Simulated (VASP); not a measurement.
# SiO2 (P4_2/mnm) in VASP: a series of runs

Runs on SiO2. Level: PBE. Tasks: single point.

Everything below comes from runs of VASP 6.6.1. Logs are shortened: lines on timing, memory, paths and dates and some standing lists are left out, and cuts for length are marked.

## Step 1: The cell of the first run

It takes space group P4_2/mnm (No. 136, tetragonal). Conventional cell: a = 3.997 Å, b = 3.997 Å, c = 2.538 Å, α = 90.00°, β = 90.00°, γ = 90.00°. Within 2.2 Å of Si (site symmetry mmm) lie 6 O at 1.67 to 1.74 Å. O (site symmetry m2m) has 3 Si at 1.67 to 1.74 Å and 1 O at 2.18 Å within 2.2 Å.

## Step 2: Single point, PBE (6.76 Å³/atom)

The input, INCAR:

```
SYSTEM = SiO2
ALGO     = Normal         ! electronic algorithm
EDIFF    = 1E-7           ! SCF threshold, eV
ENCUT    = 520            ! plane-wave cutoff, eV
GGA      = PE             ! functional
ISIF     = 2              ! what is computed and relaxed
ISMEAR   = 0              ! smearing method
LASPH    = .True.         ! aspherical terms in the spheres
LCHARG   = .False.        ! write CHGCAR
LREAL    = .False.        ! projectors in reciprocal space
LWAVE    = .False.        ! write WAVECAR
NBANDS   = 25             ! bands
NELM     = 100            ! most SCF steps
PREC     = Accurate       ! precision mode
SIGMA    = 0.05           ! smearing width, eV
```

The input, KPOINTS:

```
k-points
0
Gamma
  6 6 10
  0 0 0
```

The input, POSCAR:

```
SiO2
1.0
    3.9967865222      0.0000000000      0.0000000000
    0.0000000000      3.9967865222      0.0000000000
    0.0000000000      0.0000000000      2.5379511869
Si O
2 4
Direct
    0.5000000000      0.5000000000      0.5000000000
    0.0000000000      0.0000000000      0.0000000000
    0.6930127928      0.6930127928      0.0000000000
    0.1930127928      0.8069872072      0.5000000000
    0.3069872072      0.3069872072      0.0000000000
    0.8069872072      0.1930127928      0.5000000000
```

Potentials or basis: VASP PAW PBE potentials, release 64 (Si, O).

The run is started by

```
cat potpaw_PBE.64/Si/POTCAR potpaw_PBE.64/O/POTCAR > POTCAR
mpirun -np 1 vasp_std > vasp.out
```

OUTCAR:

```text
SYSTEM = SiO2
   EDIFF = 1E-7
   ENCUT = 520
   GGA = PE
   ISIF = 2
   ISMEAR = 0
   LASPH = .True.
   LREAL = .False.
   NELM = 100
   PREC = Accurate

 ion  position               nearest neighbor table
   1  0.500  0.500  0.500-   3 1.67   5 1.67   3 1.67   5 1.67   4 1.74   6 1.74   2 3.10   2 3.10
                             2 3.10   2 3.10   2 3.10   2 3.10   2 3.10   2 3.10
   2  0.000  0.000  0.000-   4 1.67   6 1.67   4 1.67   6 1.67   5 1.74   3 1.74   1 3.10   1 3.10
                             1 3.10   1 3.10   1 3.10   1 3.10   1 3.10   1 3.10
   3  0.693  0.693  0.000-   1 1.67   1 1.67   2 1.74
   4  0.193  0.807  0.500-   2 1.67   2 1.67   1 1.74
   5  0.307  0.307  0.000-   1 1.67   1 1.67   2 1.74
   6  0.807  0.193  0.500-   2 1.67   2 1.67   1 1.74

  LATTYP: Found a simple tetragonal cell.
 ALAT       =     3.9967865222
 C/A-ratio  =     0.6349979347

  Lattice vectors:

 A1 = (   3.9967865222,   0.0000000000,   0.0000000000)
 A2 = (   0.0000000000,   3.9967865222,   0.0000000000)
 A3 = (   0.0000000000,   0.0000000000,   2.5379511869)

Analysis of symmetry for initial positions (statically):
=====================================================================
 Subroutine PRICEL returns:
 Original cell was already a primitive cell.

 Routine SETGRP: Setting up the symmetry group for a
 simple tetragonal supercell.

 Subroutine GETGRP returns: Found 16 space group operations
 (whereof  8 operations were pure point group operations)
 out of a pool of 16 trial point group operations.

The static configuration has the point symmetry D_2h.
 The point group associated with its full space group is D_4h.

Analysis of symmetry for dynamics (positions and initial velocities):
=====================================================================
 Subroutine PRICEL returns:
 Original cell was already a primitive cell.

 Routine SETGRP: Setting up the symmetry group for a
 simple tetragonal supercell.

 Subroutine GETGRP returns: Found 16 space group operations
 (whereof  8 operations were pure point group operations)
 out of a pool of 16 trial point group operations.

The dynamic configuration has the point symmetry D_2h.
 The point group associated with its full space group is D_4h.

 Subroutine INISYM returns: Found 16 space group operations
 (whereof  8 operations are pure point group operations),
 and found     1 'primitive' translations

----------------------------------------------------------------------------------------

                                     Primitive cell

  volume of cell :      40.5420

  direct lattice vectors                    reciprocal lattice vectors
     3.996786522  0.000000000  0.000000000     0.250201004  0.000000000  0.000000000
     0.000000000  3.996786522  0.000000000     0.000000000  0.250201004  0.000000000
     0.000000000  0.000000000  2.537951187     0.000000000  0.000000000  0.394018610

  length of vectors
     3.996786522  3.996786522  2.537951187     0.250201004  0.250201004  0.394018610

  position of ions in fractional coordinates (direct lattice)
     0.500000000  0.500000000  0.500000000
     0.000000000  0.000000000  0.000000000
     0.693012793  0.693012793  0.000000000
     0.193012793  0.806987207  0.500000000
     0.306987207  0.306987207  0.000000000
     0.806987207  0.193012793  0.500000000

  ion indices of the primitive-cell ions
   primitive index   ion index
                 1           1
                 2           2
                 3           3
                 4           4
                 5           5
                 6           6

----------------------------------------------------------------------------------------

 KPOINTS: k-points

Automatic generation of k-mesh.
 Grid dimensions read from file:
 generate k-points for:    6    6   10

 Generating k-lattice:

  Cartesian coordinates                     Fractional coordinates (reciprocal lattice)
     0.041700167  0.000000000  0.000000000     0.166666667  0.000000000  0.000000000
     0.000000000  0.041700167  0.000000000     0.000000000  0.166666667  0.000000000
     0.000000000  0.000000000  0.039401861     0.000000000  0.000000000  0.100000000

  Length of vectors
     0.041700167  0.041700167  0.039401861

  Shift w.r.t. Gamma in fractional coordinates (k-lattice)
     0.000000000  0.000000000  0.000000000

 Subroutine IBZKPT returns following result:
 ===========================================

 Found     60 irreducible k-points:

 Following reciprocal coordinates:
            Coordinates               Weight
  0.000000  0.000000  0.000000      1.000000
  0.166667  0.000000  0.000000      4.000000
  0.333333  0.000000  0.000000      4.000000
  0.500000  0.000000  0.000000      2.000000
  0.166667  0.166667  0.000000      4.000000
  0.333333  0.166667  0.000000      8.000000
[... 16 lines left out ...]
  0.333333  0.000000  0.200000      8.000000
  0.500000  0.000000  0.200000      4.000000
 [... further k-points ...]
   k-points           NKPTS =     60   k-points in BZ     NKDIM =     60   number of bands    NBANDS=     25
   number of dos      NEDOS =    301   number of ions     NIONS =      6
   total plane-waves  NPLWV =  18000
   dimension x,y,z NGX =    30 NGY =   30 NGZ =   20
   dimension x,y,z NGXF=    60 NGYF=   60 NGZF=   40
   ions per type =               2   4
   NGX,Y,Z   is equivalent  to a cutoff of  12.48, 12.48, 13.10 a.u.
   NGXF,Y,Z  is equivalent  to a cutoff of  24.96, 24.96, 26.20 a.u.
 SYSTEM =  SiO2
   PREC   = accura    normal or accurate (medium, high low for compatibility)
   ISTART =      0    job   : 0-new  1-cont  2-samecut
   ICHARG =      2    charge: 1-file 2-atom 10-const
   ISPIN  =      1    spin polarized calculation?
   LNONCOLLINEAR =      F non collinear calculations
   LSORBIT =      F    spin-orbit coupling
   LASPH  =      T    aspherical Exc in radial PAW
   ENCUT  =  520.0 eV  38.22 Ry    6.18 a.u.   7.43  7.43  4.72*2*pi/ulx,y,z
   NELM   =    100;   NELMIN=  2; NELMDL= -5     # of ELM steps
   EDIFF  = 0.1E-06   stopping-criterion for ELM
   LREAL  =      F    real-space projection
   EDIFFG = 0.1E-05   stopping-criterion for IOM
   NSW    =      0    number of steps for IOM
   IBRION =     -1    ionic relax: 0-MD 1-quasi-New 2-CG
   NFREE  =      0    steps in history (QN), initial steepest desc. (CG)
   ISIF   =      2    stress and relaxation
   ISYM   =      2    0-nonsym 1-usesym 2-fastsym
   POTIM  = 0.5000    time-step for ionic-motion
   TEBEG  =    0.0;   TEEND  =   0.0 temperature during run
   PSTRESS=    0.0 pullay stress
   NELECT =      32.0000    total number of electrons
   NUPDOWN=      -1.0000    fix difference up-down
   EMIN   =  10.00;   EMAX   =-10.00  energy-range for DOS
   EFERMI =   0.00;   METHOD = LEGACY
   ISMEAR =     0;   SIGMA  =   0.05  broadening in eV -4-tet -1-fermi 0-gaus
   EFERMI_NEDOS =   21; number of points for ismear=-14 and -15
   IALGO  =     38    algorithm
   IMIX   =      4    mixing-type and parameters
     AMIX     =   0.40;   BMIX     =  1.00
     AMIX_MAG =   1.60;   BMIX_MAG =  1.00
  volume/ion in A,a.u.               =       6.76        45.60
  Fermi-wavevector in a.u.,A,eV,Ry     =   1.512945  2.859051 31.143765  2.289002
  Thomas-Fermi vector in A             =   2.622802
   LORBIT       =      0    0 simple, 1 ext, 2 COOP (PROOUT), +10 PAW based schemes
   GGA     = PE    functional components
   LHFCALC =     F    Hartree Fock is set to
   AEXX    =    0.0000 exact exchange contribution
   IVDW    =     0    specifies the selected vdW correction
   LEPSILON=     F    determine dielectric tensor
   LRPA    =     F    only Hartree local field effects (RPA)
 non-spin polarized calculation
 Gauss-broadening in eV      SIGMA  =   0.05
  energy-cutoff  :      520.00
  volume of cell :       40.54
 maximum number of plane-waves:      1124
 NGX is ok and might be reduce to    30
   NGX = 15   NGY = 15   NGZ =  9

 number of electron      32.0000045 magnetization

 Free energy of the ion-electron system (eV)
  ---------------------------------------------------
  ext. energy  EPLUGINS =         0.00000000
  ---------------------------------------------------
  free energy    TOTEN  =       -44.72547141 eV

  energy without entropy =      -44.72547141  energy(sigma->0) =      -44.72547141

 E-fermi :  10.5394     XC(G=0): -13.0024

 val. band max:       10.2448385136   @ k =   0.0000   0.0000   0.0000
 cond. band min:      17.4887318371   @ k =   0.0000   0.0000   0.0000
 fundamental gap:      7.2438933235
 Fermi energy:        10.5393588538

 k-point     1 :       0.0000    0.0000    0.0000
  band No.  band energies     occupation
      1     -13.8930      2.00000
      2      -9.4917      2.00000
      3      -9.4917      2.00000
      4      -9.3058      2.00000
      5      -1.4162      2.00000
      6       2.7614      2.00000
[... 17 lines left out ...]
     24      26.4731      0.00000
     25      27.4667      0.00000

 k-point     2 :       0.1667    0.0000    0.0000
  band No.  band energies     occupation
      1     -13.7241      2.00000
      2     -10.3647      2.00000
      3      -9.4012      2.00000
      4      -8.7927      2.00000
      5      -1.2771      2.00000
      6       2.1563      2.00000
[... 17 lines left out ...]
     24      25.6262      0.00000
     25      27.3538      0.00000

 k-point     3 :       0.3333    0.0000    0.0000
  band No.  band energies     occupation
      1     -13.2292      2.00000
      2     -11.4460      2.00000
      3      -9.1574      2.00000
      4      -8.6567      2.00000
      5      -0.8487      2.00000
      6       0.9428      2.00000
[... 17 lines left out ...]
     24      25.8179      0.00000
     25      26.8375      0.00000

 k-point     4 :       0.5000    0.0000    0.0000
  band No.  band energies     occupation
      1     -12.4452      2.00000
      2     -12.4452      2.00000
      3      -8.8520      2.00000
      4      -8.8520      2.00000
      5      -0.1005      2.00000
      6      -0.1005      2.00000
[... 17 lines left out ...]
     24      25.4286      0.00000
     25      26.4644      0.00000

 k-point     5 :       0.1667    0.1667    0.0000
  band No.  band energies     occupation
      1     -13.5595      2.00000
      2     -10.5937      2.00000
      3      -9.6315      2.00000
      4      -8.6499      2.00000
      5      -1.0820      2.00000
      6       2.1525      2.00000
[... 17 lines left out ...]
     24      25.2434      0.00000
     25      27.0951      0.00000

 k-point     6 :       0.3333    0.1667    0.0000
  band No.  band energies     occupation
      1     -13.0782      2.00000
      2     -11.4049      2.00000
      3      -9.4989      2.00000
      4      -8.7551      2.00000
      5      -0.5362      2.00000
      6       1.2894      2.00000
[... 17 lines left out ...]
     24      25.4880      0.00000
     25      26.6090      0.00000
[... 393 lines left out ...]
 k-point    21 :       0.0000    0.0000    0.2000
  band No.  band energies     occupation
      1     -13.2799      2.00000
      2      -9.2510      2.00000
      3      -9.1690      2.00000
      4      -9.1690      2.00000
      5      -1.2353      2.00000
      6       2.9525      2.00000
[... 17 lines left out ...]
     24      26.1352      0.00000
     25      26.1355      0.00000

 k-point    22 :       0.1667    0.0000    0.2000
  band No.  band energies     occupation
      1     -13.1191      2.00000
      2     -10.0257      2.00000
      3      -9.0986      2.00000
      4      -8.7184      2.00000
      5      -0.9838      2.00000
      6       2.3830      2.00000
[... 17 lines left out ...]
     24      25.4615      0.00000
     25      25.5845      0.00000

 k-point    23 :       0.3333    0.0000    0.2000
  band No.  band energies     occupation
      1     -12.6494      2.00000
      2     -10.9910      2.00000
      3      -8.9145      2.00000
      4      -8.5835      2.00000
      5      -0.3763      2.00000
      6       1.3032      2.00000
[... 17 lines left out ...]
     24      24.0712      0.00000
     25      25.4174      0.00000

 k-point    24 :       0.5000    0.0000    0.2000
  band No.  band energies     occupation
      1     -11.9125      2.00000
      2     -11.9125      2.00000
      3      -8.6989      2.00000
      4      -8.6989      2.00000
      5       0.3870      2.00000
      6       0.3870      2.00000
[... 17 lines left out ...]
     24      23.6806      0.00000
     25      25.5535      0.00000

 [... further k-points ...]

------------------------ aborting loop because EDIFF is reached ----------------------------------------

  FORCE on cell =-STRESS in cart. coord.  units (eV):
  Direction    XX          YY          ZZ          XY          YZ          ZX
  --------------------------------------------------------------------------------------
  -------------------------------------------------------------------------------------
  Total       17.5365780     17.5365780     22.2057101     -0.0000000      0.0000000      0.0000000
  in kB      693.0271762    693.0271762    877.5463814     -0.0000000      0.0000000      0.0000000
  external PRESSURE =     754.5335780 kB  Pullay stress =       0.0000000 kB

 VOLUME and BASIS-vectors are now :
 -----------------------------------------------------------------------------
  energy-cutoff  :      520.00
  volume of cell :       40.54
      direct lattice vectors                 reciprocal lattice vectors
     3.996786522  0.000000000  0.000000000     0.250201004  0.000000000  0.000000000
     0.000000000  3.996786522  0.000000000     0.000000000  0.250201004  0.000000000
     0.000000000  0.000000000  2.537951187     0.000000000  0.000000000  0.394018610

 POSITION                                       TOTAL-FORCE (eV/Angst)
 -----------------------------------------------------------------------------------
      1.99839      1.99839      1.26898        -0.000000     -0.000000      0.000000
      0.00000      0.00000      0.00000        -0.000000     -0.000000      0.000000
      2.76982      2.76982      0.00000         1.083584      1.083584     -0.000000
      0.77143      3.22536      1.26898         1.083584     -1.083584      0.000000
      1.22696      1.22696      0.00000        -1.083584     -1.083584      0.000000
      3.22536      0.77143      1.26898        -1.083584      1.083584     -0.000000
 -----------------------------------------------------------------------------------
    total drift:                               -0.000000      0.000000     -0.000000

  FREE ENERGIE OF THE ION-ELECTRON SYSTEM (eV)
  ---------------------------------------------------
  free  energy   TOTEN  =       -44.7254714131 eV

  energy  without entropy=      -44.7254714131  energy(sigma->0) =      -44.72547141
```

Wall time 40 s (1 thread of Intel Xeon Platinum 8488C (Sapphire Rapids), shared host); peak memory 0.17 GiB.

Results:

```yaml
Free_energy: -44.7255 eV
Pressure: 75.5 GPa
Largest_force: 1.532 eV/Å
Band_gap_on_the_k_mesh: 7.24 eV
```

Forces in eV/Å, atoms in the order of the input:
```
Si   0.000  0.000  0.000
Si   0.000  0.000  0.000
O    1.084  1.084  0.000
O    1.084 -1.084  0.000
O   -1.084 -1.084  0.000
O   -1.084  1.084  0.000
```

Levels at points of the mesh, in eV from the valence-band top:
| k point | band 12 | band 13 | band 14 | band 15 | band 16 | band 17 | band 18 | band 19 | band 20 | band 21 |
| --- | --- | --- | --- | --- | --- | --- | --- | --- | --- | --- |
| (0.00, 0.00, 0.00) | -3.54 | -2.66 | -0.94 | -0.94 | 0.00 | 7.24 | 8.34 | 9.85 | 9.85 | 11.71 |
| (0.50, 0.00, 0.00) | -4.49 | -2.99 | -2.99 | -1.24 | -1.24 | 9.42 | 9.42 | 10.51 | 10.51 | 12.07 |
| (0.50, 0.50, 0.00) | -3.70 | -2.90 | -2.90 | -2.78 | -2.78 | 9.08 | 9.08 | 11.47 | 11.47 | 14.34 |
| (0.00, 0.00, 0.50) | -5.08 | -3.75 | -3.75 | -3.22 | -3.22 | 11.02 | 11.02 | 14.15 | 14.15 | 14.31 |
| (0.50, 0.00, 0.50) | -4.60 | -2.63 | -2.63 | -2.12 | -2.12 | 10.18 | 10.18 | 11.44 | 11.44 | 13.01 |
| (0.50, 0.50, 0.50) | -4.91 | -2.07 | -2.07 | -1.86 | -1.86 | 9.09 | 9.09 | 11.98 | 11.98 | 12.39 |

Caveat: the cell stands under pressure; forces of over 1 eV/Å act on the atoms, so gaps and moduli don't describe the material at rest.

[end of part 1 of 2]
